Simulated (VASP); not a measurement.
# ScAl3 (P1) in VASP: relaxation of the atoms with PBE

Aim: the relaxation of the atoms of ScAl3 with PBE.

Program: VASP 6.6.1. These are calculated values, not measurements. Logs are shortened: lines on timing, memory, paths and dates and some standing lists are left out, and cuts for length are marked.

**1. The cell of the first run**

The typed cell holds 4 atoms: a = 4.088 Å, b = 4.088 Å, c = 4.088 Å, α = 90.00°, β = 90.00°, γ = 90.00°.

**2. Relaxation of the atoms, PBE**

Contents of INCAR:

```
SYSTEM = ScAl3
PREC     = Accurate       ! precision mode
ENCUT    = 520            ! plane-wave cutoff, eV
EDIFF    = 1E-6           ! SCF threshold, eV
ISMEAR   = 1              ! smearing method
SIGMA    = 0.1            ! smearing width, eV
LREAL    = .FALSE.        ! projectors in reciprocal space
LASPH    = .TRUE.         ! aspherical terms in the spheres
NELM     = 80             ! most SCF steps
ALGO     = Normal         ! electronic algorithm
ISIF     = 2              ! what is computed and relaxed
LWAVE    = .FALSE.        ! write WAVECAR
LCHARG   = .FALSE.        ! write CHGCAR
GGA      = PE             ! functional
IBRION   = 2              ! ionic algorithm
NSW      = 80             ! ionic steps
EDIFFG   = -0.001         ! ionic threshold
```

Contents of KPOINTS:

```
regular mesh
0
G
  3 3 3
  0 0 0
```

Contents of POSCAR:

```
ScAl3
1.0
    4.0878070000      0.0000000000      0.0000000000
    0.0000000000      4.0878070000      0.0000000000
    0.0000000000      0.0000000000      4.0878070000
Sc Al
1 3
Direct
   -0.0221304715     -0.0083758961      0.0062068263
    0.5230988548     -0.0080285283      0.5006509518
   -0.0078531684      0.4821789188      0.5148045570
    0.4847572968      0.4915247010     -0.0171542241
```

Potentials or basis: VASP PAW PBE potentials, release 64 (Sc_sv, Al).

Run with:

```
$ cat potpaw_PBE.64/Sc_sv/POTCAR potpaw_PBE.64/Al/POTCAR > POTCAR
$ mpirun -np 1 vasp_std > vasp.out
```

OUTCAR:

```text
SYSTEM = ScAl3
   PREC = Accurate
   ENCUT = 520
   EDIFF = 1E-6
   ISMEAR = 1
   LREAL = .FALSE.
   LASPH = .TRUE.
   NELM = 80
   ISIF = 2
   GGA = PE
   IBRION = 2
   NSW = 80
   EDIFFG = -0.001

 ion  position               nearest neighbor table
   1  0.978  0.992  0.006-   2 2.75   2 2.78   3 2.84   4 2.87   4 2.87   3 2.89   3 2.89   4 2.91
                             4 2.91   3 2.94   2 3.01   2 3.04
   2  0.523  0.992  0.501-   1 2.75   3 2.77   1 2.78   3 2.83   4 2.84   4 2.85   4 2.95   4 2.95
                             3 2.95   1 3.01   3 3.01   1 3.04
   3  0.992  0.482  0.515-   2 2.77   4 2.78   4 2.82   2 2.83   1 2.84   1 2.89   1 2.89   1 2.94
                             2 2.95   4 2.96   4 3.01   2 3.01
   4  0.485  0.492  0.983-   3 2.78   3 2.82   2 2.84   2 2.85   1 2.87   1 2.87   1 2.91   1 2.91
                             2 2.95   2 2.95   3 2.96   3 3.01

  LATTYP: Found a simple cubic cell.
 ALAT       =     4.0878070000

  Lattice vectors:

 A1 = (   4.0878070000,   0.0000000000,   0.0000000000)
 A2 = (   0.0000000000,   4.0878070000,   0.0000000000)
 A3 = (   0.0000000000,   0.0000000000,   4.0878070000)

Analysis of symmetry for initial positions (statically):
=====================================================================
 Subroutine PRICEL returns:
 Original cell was already a primitive cell.

 Routine SETGRP: Setting up the symmetry group for a
 simple cubic supercell.

 Subroutine GETGRP returns: Found  1 space group operations
 (whereof  1 operations were pure point group operations)
 out of a pool of 48 trial point group operations.

The static configuration has the point symmetry C_1 .

Analysis of symmetry for dynamics (positions and initial velocities):
=====================================================================
 Subroutine PRICEL returns:
 Original cell was already a primitive cell.

 Routine SETGRP: Setting up the symmetry group for a
 simple cubic supercell.

 Subroutine GETGRP returns: Found  1 space group operations
 (whereof  1 operations were pure point group operations)
 out of a pool of 48 trial point group operations.

The dynamic configuration has the point symmetry C_1 .

 Subroutine INISYM returns: Found  1 space group operations
 (whereof  1 operations are pure point group operations),
 and found     1 'primitive' translations

----------------------------------------------------------------------------------------

                                     Primitive cell

  volume of cell :      68.3079

  direct lattice vectors                    reciprocal lattice vectors
     4.087807000  0.000000000  0.000000000     0.244629945  0.000000000  0.000000000
     0.000000000  4.087807000  0.000000000     0.000000000  0.244629945  0.000000000
     0.000000000  0.000000000  4.087807000     0.000000000  0.000000000  0.244629945

  length of vectors
     4.087807000  4.087807000  4.087807000     0.244629945  0.244629945  0.244629945

  position of ions in fractional coordinates (direct lattice)
     0.977869529  0.991624104  0.006206826
     0.523098855  0.991971472  0.500650952
     0.992146832  0.482178919  0.514804557
     0.484757297  0.491524701  0.982845776

  ion indices of the primitive-cell ions
   primitive index   ion index
                 1           1
                 2           2
                 3           3
                 4           4

----------------------------------------------------------------------------------------

 KPOINTS: regular mesh

Automatic generation of k-mesh.
 Grid dimensions read from file:
 generate k-points for:    3    3    3

 Generating k-lattice:

  Cartesian coordinates                     Fractional coordinates (reciprocal lattice)
     0.081543315  0.000000000  0.000000000     0.333333333  0.000000000  0.000000000
     0.000000000  0.081543315  0.000000000     0.000000000  0.333333333  0.000000000
     0.000000000  0.000000000  0.081543315     0.000000000  0.000000000  0.333333333

  Length of vectors
     0.081543315  0.081543315  0.081543315

  Shift w.r.t. Gamma in fractional coordinates (k-lattice)
     0.000000000  0.000000000  0.000000000

 Subroutine IBZKPT returns following result:
 ===========================================

 Found     14 irreducible k-points:

 Following reciprocal coordinates:
            Coordinates               Weight
  0.000000  0.000000  0.000000      1.000000
  0.333333  0.000000  0.000000      2.000000
  0.000000  0.333333  0.000000      2.000000
  0.000000  0.000000  0.333333      2.000000
  0.333333  0.333333  0.000000      2.000000
  0.000000  0.333333  0.333333      2.000000
  0.333333  0.000000  0.333333      2.000000
 -0.333333  0.333333  0.000000      2.000000
 -0.333333  0.000000  0.333333      2.000000
  0.000000 -0.333333  0.333333      2.000000
  0.333333  0.333333  0.333333      2.000000
 -0.333333  0.333333  0.333333      2.000000
 -0.333333 -0.333333  0.333333      2.000000
  0.333333 -0.333333  0.333333      2.000000
   k-points           NKPTS =     14   k-points in BZ     NKDIM =     14   number of bands    NBANDS=     14
   number of dos      NEDOS =    301   number of ions     NIONS =      4
   total plane-waves  NPLWV =  27000
   dimension x,y,z NGX =    30 NGY =   30 NGZ =   30
   dimension x,y,z NGXF=    60 NGYF=   60 NGZF=   60
   ions per type =               1   3
   NGX,Y,Z   is equivalent  to a cutoff of  12.20, 12.20, 12.20 a.u.
   NGXF,Y,Z  is equivalent  to a cutoff of  24.40, 24.40, 24.40 a.u.
 SYSTEM =  ScAl3
   PREC   = accura    normal or accurate (medium, high low for compatibility)
   ISTART =      0    job   : 0-new  1-cont  2-samecut
   ICHARG =      2    charge: 1-file 2-atom 10-const
   ISPIN  =      1    spin polarized calculation?
   LNONCOLLINEAR =      F non collinear calculations
   LSORBIT =      F    spin-orbit coupling
   LASPH  =      T    aspherical Exc in radial PAW
   ENCUT  =  520.0 eV  38.22 Ry    6.18 a.u.   7.60  7.60  7.60*2*pi/ulx,y,z
   NELM   =     80;   NELMIN=  2; NELMDL= -5     # of ELM steps
   EDIFF  = 0.1E-05   stopping-criterion for ELM
   LREAL  =      F    real-space projection
   EDIFFG = -.1E-02   stopping-criterion for IOM
   NSW    =     80    number of steps for IOM
   IBRION =      2    ionic relax: 0-MD 1-quasi-New 2-CG
   NFREE  =      1    steps in history (QN), initial steepest desc. (CG)
   ISIF   =      2    stress and relaxation
   ISYM   =      2    0-nonsym 1-usesym 2-fastsym
   POTIM  = 0.5000    time-step for ionic-motion
   TEBEG  =    0.0;   TEEND  =   0.0 temperature during run
   PSTRESS=    0.0 pullay stress
   NELECT =      20.0000    total number of electrons
   NUPDOWN=      -1.0000    fix difference up-down
   EMIN   =  10.00;   EMAX   =-10.00  energy-range for DOS
   EFERMI =   0.00;   METHOD = LEGACY
   ISMEAR =     1;   SIGMA  =   0.10  broadening in eV -4-tet -1-fermi 0-gaus
   EFERMI_NEDOS =   21; number of points for ismear=-14 and -15
   IALGO  =     38    algorithm
   IMIX   =      4    mixing-type and parameters
     AMIX     =   0.40;   BMIX     =  1.00
     AMIX_MAG =   1.60;   BMIX_MAG =  1.00
  volume/ion in A,a.u.               =      17.08       115.24
  Fermi-wavevector in a.u.,A,eV,Ry     =   1.087079  2.054281 16.078560  1.181741
  Thomas-Fermi vector in A             =   2.223230
   LORBIT       =      0    0 simple, 1 ext, 2 COOP (PROOUT), +10 PAW based schemes
   GGA     = PE    functional components
   LHFCALC =     F    Hartree Fock is set to
   AEXX    =    0.0000 exact exchange contribution
   IVDW    =     0    specifies the selected vdW correction
   LEPSILON=     F    determine dielectric tensor
   LRPA    =     F    only Hartree local field effects (RPA)
 conjugate gradient relaxation of ions
 non-spin polarized calculation
 Methfessel and Paxton  Order N= 1 SIGMA  =   0.10
  energy-cutoff  :      520.00
  volume of cell :       68.31
 maximum number of plane-waves:      1839
 NGX is ok and might be reduce to    30
   NGX = 15   NGY = 15   NGZ = 15

--------------------------------------- Ionic step        1  -------------------------------------------

 number of electron      20.0000002 magnetization

 Free energy of the ion-electron system (eV)
  ---------------------------------------------------
  ext. energy  EPLUGINS =         0.00000000
  ---------------------------------------------------
  free energy    TOTEN  =       -18.98299203 eV

  energy without entropy =      -18.97697445  energy(sigma->0) =      -18.98098617

------------------------ aborting loop because EDIFF is reached ----------------------------------------

  FORCE on cell =-STRESS in cart. coord.  units (eV):
  Direction    XX          YY          ZZ          XY          YZ          ZX
  --------------------------------------------------------------------------------------
  -------------------------------------------------------------------------------------
  Total        0.7672314      0.7119190      1.0786797      0.0582458     -0.0025747     -0.0777235
  in kB       17.9955791     16.6982126     25.3006645      1.3661677     -0.0603901     -1.8230205
  external PRESSURE =      19.9981521 kB  Pullay stress =       0.0000000 kB
[... 95 lines left out ...]
  FREE ENERGIE OF THE ION-ELECTRON SYSTEM (eV)
  ---------------------------------------------------
  free  energy   TOTEN  =       -19.0992423612 eV

  energy  without entropy=      -19.0928483037  energy(sigma->0) =      -19.09711101

[... ionic steps 4 to 9 ...]

--------------------------------------- Ionic step       10  -------------------------------------------

 number of electron      20.0000000 magnetization

------------------------ aborting loop because EDIFF is reached ----------------------------------------

  FORCE on cell =-STRESS in cart. coord.  units (eV):
  Direction    XX          YY          ZZ          XY          YZ          ZX
  --------------------------------------------------------------------------------------
  -------------------------------------------------------------------------------------
  Total        0.5197256      0.5197485      0.5194373      0.0000522     -0.0000182      0.0000176
  in kB       12.1902761     12.1908125     12.1835143      0.0012238     -0.0004264      0.0004123
  external PRESSURE =      12.1882010 kB  Pullay stress =       0.0000000 kB
[... 61 lines left out ...]
  energy  without entropy=      -19.1118085792  energy(sigma->0) =      -19.11608240

--------------------------------------- Ionic step       12  -------------------------------------------

 number of electron      20.0000000 magnetization

 Free energy of the ion-electron system (eV)
  ---------------------------------------------------
  ext. energy  EPLUGINS =         0.00000000
  ---------------------------------------------------
  free energy    TOTEN  =       -19.11821934 eV

  energy without entropy =      -19.11180862  energy(sigma->0) =      -19.11608243

 E-fermi :   7.1316     XC(G=0): -10.4115

 val. band max:        7.0878930239   @ k =  -0.3333   0.3333   0.0000
 cond. band min:       7.5613391767   @ k =   0.3333   0.0000   0.0000
 fundamental gap:      0.4734461529
 Fermi energy:         7.1315556453

 k-point     1 :       0.0000    0.0000    0.0000
  band No.  band energies     occupation
      1     -41.6451      2.00000
      2     -20.3534      2.00000
      3     -20.3534      2.00000
      4     -20.3534      2.00000
      5      -2.7503      2.00000
      6       4.6510      2.00000
      7       4.6510      2.00000
      8       5.4681      2.00000
      9       5.4681      2.00000
     10       5.4681      2.00000
     11       8.5597     -0.00000
     12       8.6005     -0.00000
     13       8.6005     -0.00000
     14       8.6005     -0.00000
[... 250 lines left out ...]
  FREE ENERGIE OF THE ION-ELECTRON SYSTEM (eV)
  ---------------------------------------------------
  free  energy   TOTEN  =       -19.1182193396 eV

  energy  without entropy=      -19.1118086155  energy(sigma->0) =      -19.11608243

 reached required accuracy - stopping structural energy minimisation
```

Run time: 88 s. Hardware: 1 thread of AMD EPYC 7R43 (Zen 3), shared host; peak memory 0.14 GiB.

Results:

```yaml
Free_energy: -19.1182 eV
Energy_gained_by_relaxing: 33.8 meV/atom
Ionic_steps: 12
Pressure_after_relaxing: 1.2 GPa
Band_gap_on_the_k_mesh: zero (bands 10 and 11 overlap by 1.23 eV)
```

Step by step:
```csv
step,energy change (eV),largest force (eV/Å),pressure (GPa)
1,0.0000,1.1235,2.00
2,-0.0975,0.5109,1.45
3,-0.1163,0.4424,1.33
4,-0.1293,0.2453,1.26
5,-0.1352,0.0150,1.22
6,-0.1352,0.0179,1.22
7,-0.1352,0.0100,1.22
8,-0.1352,0.0082,1.22
9,-0.1352,0.0041,1.22
10,-0.1352,0.0027,1.22
11,-0.1352,0.0016,1.22
12,-0.1352,0.0006,1.22
```

Final structure:
```yaml
crystal:
  lattice:
    - [4.08781, 0.00000, 0.00000]
    - [0.00000, 4.08781, 0.00000]
    - [0.00000, 0.00000, 4.08781]
  atoms:
    - { symbol: Sc, position: [0.99447, 0.98932, 0.00112] }
    - { symbol: Al, position: [0.49446, 0.98933, 0.50112] }
    - { symbol: Al, position: [0.99447, 0.48932, 0.50112] }
    - { symbol: Al, position: [0.49447, 0.48932, 0.00115] }
```

Caveat: the k points lie up to 0.51 Å⁻¹ apart, too coarse for converged energies and pressures of a metal.
